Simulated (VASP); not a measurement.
# Mg (P6_3/mmc) in VASP: notebook

Runs on Mg. Level: PBE. Tasks: single point, relaxation of cell and atoms.

Program: VASP 6.6.1. These are calculated values, not measurements. Logs are shortened: lines on timing, memory, paths and dates and some standing lists are left out, and cuts for length are marked.

## (1) The cell of the first run

It takes space group P6_3/mmc (No. 194, hexagonal). Conventional cell: a = 3.210 Å, b = 3.210 Å, c = 5.138 Å, α = 90.00°, β = 90.00°, γ = 120.00°. Within 4.2 Å of Mg (site symmetry -6m2) lie 12 Mg at 3.17 to 3.21 Å.

## (2) Single point, PBE

The input, INCAR:

```
PREC = Accurate
ENCUT = 520
EDIFF = 1E-6
ISMEAR = 0
SIGMA = 0.1
LREAL = F
LASPH = T
NELM = 100
ALGO = Normal
ISIF = 2
LWAVE = F
LCHARG = T
GGA = PE
LELF = T
LVHAR = T
NBANDS = 9
```

The input, KPOINTS:

```
Automatic mesh
0
Gamma
  15 15 8
```

The input, POSCAR:

```
Mg
1.0
    3.2100636628      0.0000000000      0.0000000000
   -1.6050318314      2.7799966797      0.0000000000
    0.0000000000      0.0000000000      5.1379319477
Mg
2
Direct
    0.3333333333      0.6666666667      0.2500000000
    0.6666666667      0.3333333333      0.7500000000
```

Potentials or basis: VASP PAW PBE potentials, release 64 (Mg).

On the command line:

```
cat potpaw_PBE.64/Mg/POTCAR > POTCAR
mpirun -np 1 vasp_std > vasp.out
```

OUTCAR:

```text
PREC = Accurate
   ENCUT = 520
   EDIFF = 1E-6
   ISMEAR = 0
   LREAL = F
   LASPH = T
   NELM = 100
   ISIF = 2
   GGA = PE

 ion  position               nearest neighbor table
   1  0.333  0.667  0.250-   2 3.17   2 3.17   2 3.17   2 3.17   2 3.17   2 3.17
   2  0.667  0.333  0.750-   1 3.17   1 3.17   1 3.17   1 3.17   1 3.17   1 3.17

  LATTYP: Found a hexagonal cell.
 ALAT       =     3.2100636628
 C/A-ratio  =     1.6005701093

  Lattice vectors:

 A1 = (   3.2100636628,   0.0000000000,   0.0000000000)
 A2 = (  -1.6050318314,   2.7799966797,   0.0000000000)
 A3 = (   0.0000000000,   0.0000000000,   5.1379319477)

Analysis of symmetry for initial positions (statically):
=====================================================================
 Subroutine PRICEL returns:
 Original cell was already a primitive cell.

 Routine SETGRP: Setting up the symmetry group for a
 hexagonal supercell.

 Subroutine GETGRP returns: Found 24 space group operations
 (whereof 12 operations were pure point group operations)
 out of a pool of 24 trial point group operations.

The static configuration has the point symmetry D_3d.
 The point group associated with its full space group is D_6h.

Analysis of symmetry for dynamics (positions and initial velocities):
=====================================================================
 Subroutine PRICEL returns:
 Original cell was already a primitive cell.

 Routine SETGRP: Setting up the symmetry group for a
 hexagonal supercell.

 Subroutine GETGRP returns: Found 24 space group operations
 (whereof 12 operations were pure point group operations)
 out of a pool of 24 trial point group operations.

The dynamic configuration has the point symmetry D_3d.
 The point group associated with its full space group is D_6h.

 Subroutine INISYM returns: Found 24 space group operations
 (whereof 12 operations are pure point group operations),
 and found     1 'primitive' translations

----------------------------------------------------------------------------------------

                                     Primitive cell

  volume of cell :      45.8507

  direct lattice vectors                    reciprocal lattice vectors
     3.210063663  0.000000000  0.000000000     0.311520301  0.179856330  0.000000000
    -1.605031831  2.779996680  0.000000000     0.000000000  0.359712660  0.000000000
     0.000000000  0.000000000  5.137931948     0.000000000  0.000000000  0.194630838
[... 83 lines left out ...]
   NELM   =    100;   NELMIN=  2; NELMDL= -5     # of ELM steps
   EDIFF  = 0.1E-05   stopping-criterion for ELM
   LREAL  =      F    real-space projection
   EDIFFG = 0.1E-04   stopping-criterion for IOM
   NSW    =      0    number of steps for IOM
   IBRION =     -1    ionic relax: 0-MD 1-quasi-New 2-CG
   NFREE  =      0    steps in history (QN), initial steepest desc. (CG)
   ISIF   =      2    stress and relaxation
   ISYM   =      2    0-nonsym 1-usesym 2-fastsym
   POTIM  = 0.5000    time-step for ionic-motion
   TEBEG  =    0.0;   TEEND  =   0.0 temperature during run
   PSTRESS=    0.0 pullay stress
   NELECT =       4.0000    total number of electrons
   NUPDOWN=      -1.0000    fix difference up-down
   EMIN   =  10.00;   EMAX   =-10.00  energy-range for DOS
   EFERMI =   0.00;   METHOD = LEGACY
   ISMEAR =     0;   SIGMA  =   0.10  broadening in eV -4-tet -1-fermi 0-gaus
   EFERMI_NEDOS =   21; number of points for ismear=-14 and -15
   IALGO  =     38    algorithm
   IMIX   =      4    mixing-type and parameters
     AMIX     =   0.40;   BMIX     =  1.00
     AMIX_MAG =   1.60;   BMIX_MAG =  1.00
  volume/ion in A,a.u.               =      22.93       154.71
  Fermi-wavevector in a.u.,A,eV,Ry     =   0.726072  1.372076  7.172717  0.527180
  Thomas-Fermi vector in A             =   1.816953
   LORBIT       =      0    0 simple, 1 ext, 2 COOP (PROOUT), +10 PAW based schemes
   GGA     = PE    functional components
   LHFCALC =     F    Hartree Fock is set to
   AEXX    =    0.0000 exact exchange contribution
   IVDW    =     0    specifies the selected vdW correction
   LEPSILON=     F    determine dielectric tensor
   LRPA    =     F    only Hartree local field effects (RPA)
 non-spin polarized calculation
 Gauss-broadening in eV      SIGMA  =   0.10
  energy-cutoff  :      520.00
  volume of cell :       45.85
 maximum number of plane-waves:      1254
 NGX is ok and might be reduce to    24
   NGX = 11   NGY = 11   NGZ = 19

 number of electron       4.0000000 magnetization

 Free energy of the ion-electron system (eV)
  ---------------------------------------------------
  ext. energy  EPLUGINS =         0.00000000
  ---------------------------------------------------
  free energy    TOTEN  =        -3.01499935 eV

  energy without entropy =       -3.01013324  energy(sigma->0) =       -3.01256630

 E-fermi :   2.6383     XC(G=0):  -8.4952

 val. band max:        2.6228216391   @ k =   0.3333   0.1333   0.1250
 cond. band min:       2.6530498461   @ k =   0.3333   0.1333   0.0000
 fundamental gap:      0.0302282070
 Fermi energy:         2.6382647068

 k-point     1 :       0.0000    0.0000    0.0000
  band No.  band energies     occupation
      1      -4.2969      2.00000
      2       1.0292      2.00000
      3       1.5319      2.00000
      4      13.4375      0.00000
      5      13.4375      0.00000
      6      13.5197      0.00000
      7      13.5197      0.00000
      8      14.5388      0.00000
      9      15.9235      0.00000
[... 265 lines left out ...]
 k-point    24 :       0.4000    0.2000    0.0000
  band No.  band energies     occupation
      1       1.0090      2.00000
      2       1.0153      2.00000
      3       4.5034      0.00000
      4       5.8476      0.00000
      5       6.2356      0.00000
      6       6.5085      0.00000
      7       7.8248      0.00000
      8       9.7090      0.00000
      9      10.8347      0.00000

 [... further k-points ...]
[... 5 lines left out ...]
  --------------------------------------------------------------------------------------
  -------------------------------------------------------------------------------------
  Total       -0.0327141     -0.0327141     -0.0264101      0.0000000      0.0000000      0.0000000
  in kB       -1.1431403     -1.1431403     -0.9228571      0.0000000      0.0000000      0.0000000
  external PRESSURE =      -1.0697126 kB  Pullay stress =       0.0000000 kB

 VOLUME and BASIS-vectors are now :
 -----------------------------------------------------------------------------
  energy-cutoff  :      520.00
  volume of cell :       45.85
      direct lattice vectors                 reciprocal lattice vectors
     3.210063663  0.000000000  0.000000000     0.311520301  0.179856330  0.000000000
    -1.605031831  2.779996680  0.000000000     0.000000000  0.359712660  0.000000000
     0.000000000  0.000000000  5.137931948     0.000000000  0.000000000  0.194630838

 POSITION                                       TOTAL-FORCE (eV/Angst)
 -----------------------------------------------------------------------------------
     -0.00000      1.85333      1.28448        -0.000000      0.000000      0.000000
      1.60503      0.92667      3.85345         0.000000     -0.000000      0.000000
 -----------------------------------------------------------------------------------
    total drift:                               -0.000000      0.000000     -0.000000

  FREE ENERGIE OF THE ION-ELECTRON SYSTEM (eV)
  ---------------------------------------------------
  free  energy   TOTEN  =        -3.0149993550 eV

  energy  without entropy=       -3.0101332432  energy(sigma->0) =       -3.01256630
```

stdout:

```text
POSCAR found type information on POSCAR Mg
 POSCAR found :  1 types and       2 ions
 scaLAPACK will be used
 LDA part: xc-table for (Slater+PW92), standard interpolation
 POSCAR, INCAR and KPOINTS ok, starting setup
 FFT: planning ... GRIDC
 FFT: planning ... GRID_SOFT
 FFT: planning ... GRID
 WAVECAR not read
 entering main loop
```

Wall time 35 s (1 thread of Intel Xeon Platinum 8375C at 2.90GHz (Ice Lake), shared host); peak memory 0.19 GiB.

What came out:

```yaml
Free_energy: -3.0150 eV
Pressure: -0.1 GPa
Band_gap_on_the_k_mesh: zero (band 2 reaches 3.53 eV, above the bottom of band 3 at 1.53 eV)
```

## (3) Relaxation of cell and atoms, PBE

This run uses another cell than the first one, of 23.24 Å³/atom, 1.014 times its volume.

The input, INCAR:

```
  PREC = Accurate
  ENCUT = 600
  EDIFF = 1E-7
  ISMEAR = 0
  SIGMA = 0.1
  LREAL = F
  LASPH = T
  NELM = 100
  ALGO = Normal
  ISIF = 3
  LWAVE = F
  LCHARG = F
  GGA = PE
  IBRION = 2
  NSW = 100
  EDIFFG = -0.005
```

The input, KPOINTS:

```
regular mesh
0
Gamma
  15 15 8
```

The input, POSCAR:

```
Mg
1.0
    3.2093000000      0.0000000000      0.0000000000
   -1.6046500000      2.7793353284      0.0000000000
    0.0000000000      0.0000000000      5.2103000000
Mg
2
Direct
    0.3333333333      0.6666666667      0.2500000000
    0.6666666667      0.3333333333      0.7500000000
```

Potentials or basis: VASP PAW PBE potentials, release 64 (Mg).

On the command line:

```
cat potpaw_PBE.64/Mg/POTCAR > POTCAR
mpirun -np 1 vasp_std > vasp.out
```

Wall time 1.9 min (1 thread of Intel Xeon Platinum 8375C at 2.90GHz (Ice Lake), shared host); peak memory 0.22 GiB.

The run converged. Its results:

| Quantity | Value |
| --- | --- |
| Free energy | -3.0151 eV |
| Relaxed volume | 22.85 Å³/atom |
| Relaxed cell | a = 3.206 Å, b = 3.206 Å, c = 5.133 Å, α = 90.00°, β = 90.00°, γ = 120.00° |
| Space group after relaxing (to 0.05 Å) | P6_3/mmc (No. 194) |
| Energy gained by relaxing | 1.2 meV/atom |
| Ionic steps | 6 |
| Pressure after relaxing | 0.0 GPa |
| Band gap on the k mesh | zero (band 2 reaches 3.55 eV, above the bottom of band 3 at 1.55 eV) |

The path:
| step | energy change (eV) | largest force (eV/Å) | pressure (GPa) | volume (Å³) |
| --- | --- | --- | --- | --- |
| 1 | 0.0000 | 0.0000 | -0.59 | 46.47 |
| 2 | -0.0019 | 0.0000 | -0.15 | 45.91 |
| 3 | -0.0022 | 0.0000 | 0.08 | 45.61 |
| 4 | -0.0022 | 0.0000 | 0.09 | 45.60 |
| 5 | -0.0024 | 0.0000 | 0.05 | 45.65 |
| 6 | -0.0024 | 0.0000 | 0.01 | 45.70 |

Final structure:
```xyz
2
Lattice="3.2063 0.0000 0.0000 -1.6031 2.7767 0.0000 0.0000 0.0000 5.1334" Properties=species:S:1:pos:R:3 pbc="T T T"
Mg    0.0000    1.8511    1.2834
Mg    1.6031    0.9256    3.8501
```

Levels at points of the mesh, in eV from the Fermi level:
```
           k point  band 1  band 2  band 3  band 4  band 5  band 6
(0.00, 0.00, 0.00)   -6.95   -1.62   -1.11   10.82   10.82   10.91
(0.00, 0.00, 0.50)   -5.53   -5.53    5.26    5.26   11.58   11.58
```

## (4) Single point, PBE

This run uses another cell than the first one, of 23.00 Å³/atom, 1.003 times its volume.

The input, INCAR:

```
ALGO = Normal
EDIFF = 1E-6
ENCUT = 520
GGA = PE
ISIF = 2
ISMEAR = -1
LASPH = T
LCHARG = T
LELF = T
LREAL = F
LVHAR = T
LWAVE = F
NBANDS = 9
NELM = 100
PREC = Accurate
SIGMA = 0.15
```

The input, KPOINTS:

```
k-points
0
Gamma
  15 15 8
```

The input, POSCAR:

```
Mg
1.0
    3.2071272454      0.0000000000      0.0000000000
   -1.6035636227      2.7774536677      0.0000000000
    0.0000000000      0.0000000000      5.1634531938
Mg
2
Direct
    0.3333333333      0.6666666667      0.2500000000
    0.6666666667      0.3333333333      0.7500000000
```

On the command line:

```
cat potpaw_PBE.64/Mg/POTCAR > POTCAR
mpirun -np 1 vasp_std > vasp.out
```

It took 31 s on 1 thread of Intel Xeon Platinum 8375C at 2.90GHz (Ice Lake), shared host; peak memory 0.19 GiB.

Results (log left out):

- Free energy: -3.0439 eV
- Pressure: -0.1 GPa
- Band gap on the k mesh: zero (band 2 reaches 3.53 eV, above the bottom of band 3 at 1.46 eV)

Levels at points of the mesh, in eV from the Fermi level:
```csv
k point,band 1,band 2,band 3,band 4,band 5
"(0.00, 0.00, 0.00)",-6.93,-1.64,-1.17,10.84,10.84
"(0.00, 0.00, 0.50)",-5.52,-5.52,5.16,5.16,11.59
```

## (5) Relaxation of cell and atoms, PBE

The input, INCAR:

```
  PREC = Accurate
  ENCUT = 600
  EDIFF = 1E-6
  ISMEAR = -1
  SIGMA = 0.15
  LREAL = F
  LASPH = T
  NELM = 100
  ALGO = Normal
  ISIF = 3
  LWAVE = F
  LCHARG = F
  GGA = PE
  IBRION = 2
  NSW = 80
  EDIFFG = -0.001
```

The input, KPOINTS:

```
Automatic mesh
0
Gamma
  15 15 8
```

The input, POSCAR:

```
Mg
1.0
    3.2100636628      0.0000000000      0.0000000000
   -1.6050318314      2.7799966797      0.0000000000
    0.0000000000      0.0000000000      5.1379319477
Mg
2
Direct
    0.3333333333      0.6666666667      0.2500000000
    0.6666666667      0.3333333333      0.7500000000
```

On the command line:

```
cat potpaw_PBE.64/Mg/POTCAR > POTCAR
mpirun -np 1 vasp_std > vasp.out
```

It took 75 s on 1 thread of Intel Xeon Platinum 8375C at 2.90GHz (Ice Lake), shared host; peak memory 0.21 GiB.

The run converged. Its results:

```yaml
Free_energy: -3.0441 eV
Relaxed_volume: 22.92 Å³/atom
Relaxed_cell: a = 3.203 Å, b = 3.203 Å, c = 5.158 Å, α = 90.00°, β = 90.00°, γ = 120.00°
Space_group_after_relaxing_to_0.05_Å: P6_3/mmc (No. 194)
Energy_gained_by_relaxing: 0.1 meV/atom
Ionic_steps: 5
Pressure_after_relaxing: 0.0 GPa
Band_gap_on_the_k_mesh: zero (band 2 reaches 3.55 eV, above the bottom of band 3 at 1.48 eV)
```

Step by step:
```csv
step,energy change (eV),largest force (eV/Å),pressure (GPa),volume (Å³)
1,0.0000,0.0000,-0.01,45.85
2,-0.0001,0.0000,0.00,45.84
3,-0.0002,0.0000,0.01,45.82
4,-0.0002,0.0000,0.01,45.82
5,-0.0002,0.0000,0.00,45.84
```

Final structure:
```
Mg
1.0
     3.20341    0.00000    0.00000
    -1.60170    2.77423    0.00000
     0.00000    0.00000    5.15759
Mg
2
Direct
  0.33333 0.66667 0.25000
  0.66667 0.33333 0.75000
```

Levels at points of the mesh, in eV from the Fermi level:
```
           k point  band 1  band 2  band 3  band 4  band 5
(0.00, 0.00, 0.00)   -6.94   -1.64   -1.16   10.86   10.86
(0.00, 0.00, 0.50)   -5.53   -5.53    5.17    5.17   11.61
```

## (6) Overview

| task | cell | cutoff (eV) | smearing | gap on the mesh (eV) | pressure (GPa) | relaxed volume (Å³/atom) |
| --- | --- | --- | --- | --- | --- | --- |
| single point | a = 3.210, b = 3.210, c = 5.138 Å, angles 90.0, 90.0, 120.0°, 2 atoms | 520 | gaussian 0.1 eV | none | -0.1 | - |
| relaxation of cell and atoms | relaxed from a = 3.209, b = 3.209, c = 5.210 Å, angles 90.0, 90.0, 120.0°, 2 atoms | 600 | gaussian 0.1 eV | none | 0.0 | 22.85 |
| single point | a = 3.207, b = 3.207, c = 5.163 Å, angles 90.0, 90.0, 120.0°, 2 atoms | 520 | fermi-dirac 0.15 eV | none | -0.1 | - |
| relaxation of cell and atoms | relaxed from a = 3.210, b = 3.210, c = 5.138 Å, angles 90.0, 90.0, 120.0°, 2 atoms | 600 | fermi-dirac 0.15 eV | none | 0.0 | 22.92 |

Alike in all rows: level PBE; potentials or basis VASP PAW PBE potentials, release 64 (Mg); no spin polarisation; k mesh 15 × 15 × 8.

Absolute energies hang on the potentials; compare differences alone.
